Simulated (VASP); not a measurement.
# HPt6 in VASP: notebook

The runs below take HPt6 through single point, with PBE.

Program: VASP 6.6.1. These are calculated values, not measurements. Logs are shortened: lines on timing, memory, paths and dates and some standing lists are left out, and cuts for length are marked.

## 1. The cell of the first run

The cell holds a slab with vacuum, 14 atoms: a = 5.614 Å, b = 5.614 Å, c = 22.619 Å, α = 90.00°, β = 90.00°, γ = 120.00°.

## 2. Single point, PBE

INCAR reads:

```
ALGO = Normal ; DIPOL = 0.5 0.5 0.300
EDIFF = 1E-7 ; ENCUT = 520
GGA = PE ; IDIPOL = 3
ISIF = 2 ; ISMEAR = 0
LASPH = T ; LCHARG = F
LDIPOL = T ; LREAL = F
LWAVE = F ; NBANDS = 74
NELM = 60 ; PREC = Accurate
SIGMA = 0.1
```

KPOINTS reads:

```
k-points
0
Gamma
  6 6 1
```

POSCAR reads:

```
HPt6
1.0
    5.6143281343      0.0000000000      0.0000000000
   -2.8071640672      4.8621507895      0.0000000000
    0.0000000000      0.0000000000     22.6192653717
Pt H
12 2
Direct
    0.3333333333      0.1666666667      0.1768404028
    0.3333333333      0.6666666667      0.1768404028
    0.8333333333      0.1666666667      0.1768404028
    0.8333333333      0.6666666667      0.1768404028
    0.1666666667      0.3333333333      0.2789526245
    0.1666666667      0.8333333333      0.2789526245
    0.6666666667      0.3333333333      0.2789526245
    0.6666666667      0.8333333333      0.2789526245
    0.0000000000      0.0000000000      0.3810585901
    0.0000000000      0.5000000000      0.3810585901
    0.5000000000      0.0000000000      0.3810585901
    0.5000000000      0.5000000000      0.3810585901
    0.2114368192      0.4228736384      0.4292475999
    0.2885631808      0.5771263616      0.4292475999
```

Potentials or basis: VASP PAW PBE potentials, release 64 (Pt, H).

Launch:

```bash
$ cat potpaw_PBE.64/Pt/POTCAR potpaw_PBE.64/H/POTCAR > POTCAR
$ mpirun -np 1 vasp_std > vasp.out
```

OUTCAR:

```text
EDIFF = 1E-7
   ENCUT = 520
   GGA = PE
   ISIF = 2
   ISMEAR = 0
   LASPH = T
   LREAL = F
   NELM = 60
   PREC = Accurate

 ion  position               nearest neighbor table
   1  0.333  0.167  0.177-   4 2.81   4 2.81   3 2.81   3 2.81   2 2.81   2 2.81   5 2.82   7 2.82
                             6 2.82
   2  0.333  0.667  0.177-   3 2.81   3 2.81   4 2.81   4 2.81   1 2.81   1 2.81   6 2.82   8 2.82
                             5 2.82
   3  0.833  0.167  0.177-   2 2.81   2 2.81   1 2.81   1 2.81   4 2.81   4 2.81   7 2.82   5 2.82
                             8 2.82
   4  0.833  0.667  0.177-   1 2.81   1 2.81   2 2.81   2 2.81   3 2.81   3 2.81   8 2.82   6 2.82
                             7 2.82
   5  0.167  0.333  0.279-   8 2.81   8 2.81   7 2.81   7 2.81   6 2.81   6 2.81  12 2.82   9 2.82
                            10 2.82   1 2.82   3 2.82   2 2.82
   6  0.167  0.833  0.279-   7 2.81   7 2.81   8 2.81   8 2.81   5 2.81   5 2.81  11 2.82  10 2.82
                             9 2.82   2 2.82   4 2.82   1 2.82
   7  0.667  0.333  0.279-   6 2.81   6 2.81   5 2.81   5 2.81   8 2.81   8 2.81  10 2.82  11 2.82
                            12 2.82   3 2.82   1 2.82   4 2.82
   8  0.667  0.833  0.279-   5 2.81   5 2.81   6 2.81   6 2.81   7 2.81   7 2.81   9 2.82  12 2.82
                            11 2.82   4 2.82   2 2.82   3 2.82
   9  0.000  0.000  0.381-  12 2.81  12 2.81  11 2.81  11 2.81  10 2.81  10 2.81   8 2.82   5 2.82
                             6 2.82
  10  0.000  0.500  0.381-  14 1.82  13 1.82  11 2.81  11 2.81  12 2.81  12 2.81   9 2.81   9 2.81
                             7 2.82   6 2.82   5 2.82
  11  0.500  0.000  0.381-  10 2.81  10 2.81   9 2.81   9 2.81  12 2.81  12 2.81   6 2.82   7 2.82
                             8 2.82
  12  0.500  0.500  0.381-  13 1.82  14 1.82   9 2.81   9 2.81  10 2.81  10 2.81  11 2.81  11 2.81
                             5 2.82   8 2.82   7 2.82
  13  0.211  0.423  0.429-  14 0.75  12 1.82  10 1.82
  14  0.289  0.577  0.429-  13 0.75  10 1.82  12 1.82

  LATTYP: Found a hexagonal cell.
 ALAT       =     5.6143281343
 C/A-ratio  =     4.0288463429

  Lattice vectors:

 A1 = (   5.6143281343,   0.0000000000,   0.0000000000)
 A2 = (  -2.8071640672,   4.8621507895,   0.0000000000)
 A3 = (   0.0000000000,   0.0000000000,  22.6192653717)

Analysis of symmetry for initial positions (statically):
=====================================================================
 Subroutine PRICEL returns:
 Original cell was already a primitive cell.

 Routine SETGRP: Setting up the symmetry group for a
 hexagonal supercell.

 Subroutine GETGRP returns: Found  2 space group operations
 (whereof  2 operations were pure point group operations)
 out of a pool of 24 trial point group operations.

The static configuration has the point symmetry C_1h.
[... 152 lines left out ...]
   AEXX    =    0.0000 exact exchange contribution
   IVDW    =     0    specifies the selected vdW correction
   LEPSILON=     F    determine dielectric tensor
   LRPA    =     F    only Hartree local field effects (RPA)
 non-spin polarized calculation
 Gauss-broadening in eV      SIGMA  =   0.10
  energy-cutoff  :      520.00
  volume of cell :      617.45
 maximum number of plane-waves:     16729
 NGX is ok and might be reduce to    42
   NGX = 21   NGY = 21   NGZ = 85

 dipolmoment           0.000000      0.000000      0.081047 electrons x Angstroem

 number of electron     121.9999984 magnetization

 dipolmoment           0.000000      0.000000     -0.084984 electrons x Angstroem

 Free energy of the ion-electron system (eV)
  ---------------------------------------------------
  ext. energy  EPLUGINS =         0.00000000
  ---------------------------------------------------
  free energy    TOTEN  =       -74.13834820 eV

  energy without entropy =      -74.00327290  energy(sigma->0) =      -74.07081055

 E-fermi :  -0.5950     XC(G=0):  -4.8976

 val. band max:       -0.6064013880   @ k =   0.1667   0.0000   0.0000
 cond. band min:      -0.5901144361   @ k =   0.5000   0.0000   0.0000
 fundamental gap:      0.0162869520
 Fermi energy:        -0.5950296303

 k-point     1 :       0.0000    0.0000    0.0000
  band No.  band energies     occupation
      1     -12.2643      2.00000
      2      -9.2451      2.00000
      3      -7.5084      2.00000
      4      -7.1408      2.00000
      5      -6.9317      2.00000
      6      -6.7849      2.00000
[... 977 lines left out ...]
     72       4.2553      0.00000
     73       4.4674      0.00000
 [bands above 73 left out]

------------------------ aborting loop because EDIFF is reached ----------------------------------------

 vacuum level on the upper side and lower side of the slab       (xc-potential included)        -0.347         0.203

  FORCE on cell =-STRESS in cart. coord.  units (eV):
  Direction    XX          YY          ZZ          XY          YZ          ZX
  --------------------------------------------------------------------------------------
  -------------------------------------------------------------------------------------
  Total      -14.0807516    -11.0164738      2.6987559      0.0000000     -0.2892324      0.0000000
  in kB      -36.5369011    -28.5856768      7.0027639      0.0000000     -0.7505038      0.0000000
  external PRESSURE =     -19.3732713 kB  Pullay stress =       0.0000000 kB

 VOLUME and BASIS-vectors are now :
 -----------------------------------------------------------------------------
  energy-cutoff  :      520.00
  volume of cell :      617.45
      direct lattice vectors                 reciprocal lattice vectors
     5.614328134  0.000000000  0.000000000     0.178115703  0.102835149  0.000000000
    -2.807164067  4.862150790  0.000000000     0.000000000  0.205670298  0.000000000
     0.000000000  0.000000000 22.619265372     0.000000000  0.000000000  0.044210101

 POSITION                                       TOTAL-FORCE (eV/Angst)
 -----------------------------------------------------------------------------------
      1.40358      0.81036      4.00000         0.043418      0.005779     -0.117975
     -0.00000      3.24143      4.00000        -0.000000      0.022982      0.021366
      4.21075      0.81036      4.00000        -0.043418      0.005779     -0.117975
      2.80716      3.24143      4.00000         0.000000     -0.029414      0.113294
      0.00000      1.62072      6.30970         0.000000     -0.114020     -0.412685
     -1.40358      4.05179      6.30970        -0.015774      0.115194     -0.143935
      2.80716      1.62072      6.30970        -0.000000      0.006800      0.300210
      1.40358      4.05179      6.30970         0.015774      0.115194     -0.143935
      0.00000      0.00000      8.61927         0.000000     -0.450484     -0.170322
     -1.40358      2.43108      8.61927        -1.297296     -0.109915     -0.204733
      2.80716      0.00000      8.61927        -0.000000      0.524832     -0.290358
      1.40358      2.43108      8.61927         1.297296     -0.109915     -0.204733
     -0.00000      2.05608      9.70927         0.000000     -4.813559      0.678690
     -0.00000      2.80608      9.70927        -0.000000      4.830748      0.693088
 -----------------------------------------------------------------------------------
    total drift:                               -0.000000      0.000061      0.000386

  FREE ENERGIE OF THE ION-ELECTRON SYSTEM (eV)
  ---------------------------------------------------
  free  energy   TOTEN  =       -74.1383481975 eV

  energy  without entropy=      -74.0032728985  energy(sigma->0) =      -74.07081055

 vacuum level on the upper side and lower side of the slab         4.584         5.146
```

stdout:

```text
POSCAR found type information on POSCAR PtH
 POSCAR found :  2 types and      14 ions
 scaLAPACK will be used
 LDA part: xc-table for (Slater+PW92), standard interpolation
 POSCAR, INCAR and KPOINTS ok, starting setup
 FFT: planning ... GRIDC
 FFT: planning ... GRID_SOFT
 FFT: planning ... GRID
 WAVECAR not read
 entering main loop
```

Run time: 39 min. Hardware: 1 thread of Intel Xeon Platinum 8124M at 3.00GHz (Skylake/Cascade Lake), shared host; peak memory 0.87 GiB.

What came out:

```
Free energy            : -74.1383 eV
Largest force          : 4.880 eV/Å
Band gap on the k mesh : zero (bands 61 and 62 overlap by 0.68 eV)
```

Forces in eV/Å, atoms in the order of the input:
```
Pt   0.043  0.006 -0.118
Pt   0.000  0.023  0.021
Pt  -0.043  0.006 -0.118
Pt   0.000 -0.029  0.113
Pt   0.000 -0.114 -0.413
Pt  -0.016  0.115 -0.144
Pt   0.000  0.007  0.300
Pt   0.016  0.115 -0.144
Pt   0.000 -0.450 -0.170
Pt  -1.297 -0.110 -0.205
Pt   0.000  0.525 -0.290
Pt   1.297 -0.110 -0.205
H    0.000 -4.814  0.679
H    0.000  4.831  0.693
```

Caveat: spin-orbit coupling is left out, which moves the levels of the heavy elements.

## 3. Single point, PBE

INCAR reads:

```
ALGO     = Normal         # electronic algorithm
DIPOL    = 0.5 0.5 0.300
EDIFF    = 1E-6           # SCF threshold, eV
ENCUT    = 520            # plane-wave cutoff, eV
GGA      = PE             # functional
IDIPOL   = 3            
ISIF     = 2              # what is computed and relaxed
ISMEAR   = 0              # smearing method
LASPH    = True           # aspherical terms in the spheres
LCHARG   = False          # write CHGCAR
LDIPOL   = True         
LREAL    = False          # projectors in reciprocal space
LWAVE    = False          # write WAVECAR
NBANDS   = 74             # bands
NELM     = 80             # most SCF steps
PREC     = Accurate       # precision mode
SIGMA    = 0.1            # smearing width, eV
```

KPOINTS is that of step 2.

Edit POSCAR of step 2 so:

```diff
@@ -20,3 +20,3 @@
     0.5000000000      0.5000000000      0.3810585901
-    0.2114368192      0.4228736384      0.4292475999
-    0.2885631808      0.5771263616      0.4292475999
+    0.2027472491      0.4054944982      0.4292475999
+    0.2972527509      0.5945055018      0.4292475999
```

Potentials or basis: VASP PAW PBE potentials, release 64 (Pt, H).

Launch:

```bash
$ cat potpaw_PBE.64/Pt/POTCAR potpaw_PBE.64/H/POTCAR > POTCAR
$ mpirun -np 1 vasp_std > vasp.out
```

Wall time 64 min (1 thread of Intel Xeon 8259CL, shared host); peak memory 0.87 GiB.

It converged, with:

| Quantity | Value |
| --- | --- |
| Free energy | -74.6475 eV |
| Largest force | 1.816 eV/Å |
| Band gap on the k mesh | zero (bands 61 and 62 overlap by 0.67 eV) |

Forces on the atoms (eV/Å):
```
Pt   0.041  0.006 -0.120
Pt   0.000  0.026  0.011
Pt  -0.041  0.006 -0.120
Pt   0.000 -0.029  0.105
Pt   0.000 -0.112 -0.411
Pt  -0.020  0.104 -0.143
Pt   0.000 -0.008  0.273
Pt   0.020  0.104 -0.143
Pt   0.000 -0.365 -0.079
Pt  -0.916 -0.091  0.146
Pt   0.000  0.442 -0.217
Pt   0.916 -0.091  0.146
H    0.000 -1.786  0.270
H    0.000  1.794  0.282
```

Levels at points of the mesh, in eV from the Fermi level:
| k point | band 59 | band 60 | band 61 | band 62 | band 63 | band 64 |
| --- | --- | --- | --- | --- | --- | --- |
| (0.00, 0.00, 0.00) | 0.31 | 0.37 | 0.42 | 0.58 | 0.59 | 0.60 |
| (0.50, 0.00, 0.00) | -0.27 | -0.16 | -0.03 | 0.01 | 0.21 | 0.27 |
| (0.00, 0.50, 0.00) | -0.29 | -0.14 | -0.08 | 0.05 | 0.23 | 0.24 |

Caveat: spin-orbit coupling is left out, which moves the levels of the heavy elements.

[end of part 1 of 3]
